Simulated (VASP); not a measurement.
Input of a VASP 6.6.1 run:

The input INCAR:

```
SYSTEM = Y2LuN3
PREC = Accurate
ENCUT = 600
EDIFF = 1E-7
ISMEAR = 0
SIGMA = 0.1
LREAL = .False.
LASPH = .True.
NELM = 80
ALGO = Normal
ISIF = 3
LWAVE = .False.
LCHARG = .False.
GGA = PE
IBRION = 2
NSW = 90
EDIFFG = -0.04
```

Contents of KPOINTS:

```
regular mesh
0
Gamma
  6 6 2
  0 0 0
```

POSCAR

```
Y2LuN3
1.0
    3.3917801200      0.0000000000      0.0000000000
   -1.6958900600      2.9373677500      0.0000000000
    0.0000000000      0.0000000000      8.2790740600
Y Lu N
2 1 3
Direct
    0.3333333300      0.6666666700      0.6657999800
    0.6666666700      0.3333333300      0.3342000200
    0.0000000000      0.0000000000      0.0000000000
    0.3333333300      0.6666666700      0.1726190000
    0.6666666700      0.3333333300      0.8273810000
    0.0000000000      0.0000000000      0.5000000000
```

Potentials or basis: VASP PAW PBE potentials, release 64 (Y_sv, Lu, N).

The run is started by

```sh
$ cat potpaw_PBE.64/Y_sv/POTCAR potpaw_PBE.64/Lu/POTCAR potpaw_PBE.64/N/POTCAR > POTCAR
$ mpirun -np 1 vasp_std > vasp.out
```

Task: What does it give for the band gap on the k mesh?

Result: 0.11 eV (least direct gap 0.60 eV).

Task: What does it give for the relaxed volume?

Result: 14.35 Å³/atom.

Task: Predict the relaxed cell.

Result: a = 3.437 Å, b = 3.437 Å, c = 8.416 Å, α = 90.00°, β = 90.00°, γ = 120.00°.

Task: Predict the space group after relaxing (to 0.1 Å).

Result: P-3m1 (No. 164).

The path:
```tsv
step	energy change (eV)	largest force (eV/Å)	pressure (GPa)	volume (Å³)
1	0.0000	1.2465	8.12	82.48
2	-0.0489	0.3801	-8.04	91.08
3	-0.1502	0.6147	-1.53	87.05
4	-0.1876	0.2181	-0.56	86.42
5	-0.1943	0.1441	0.12	86.01
6	-0.1950	0.0586	-0.07	86.12
7	-0.1951	0.0047	-0.01	86.09
```

Caveat: spin-orbit coupling is left out, which moves the levels of the heavy elements. A k mesh can miss the band edges.
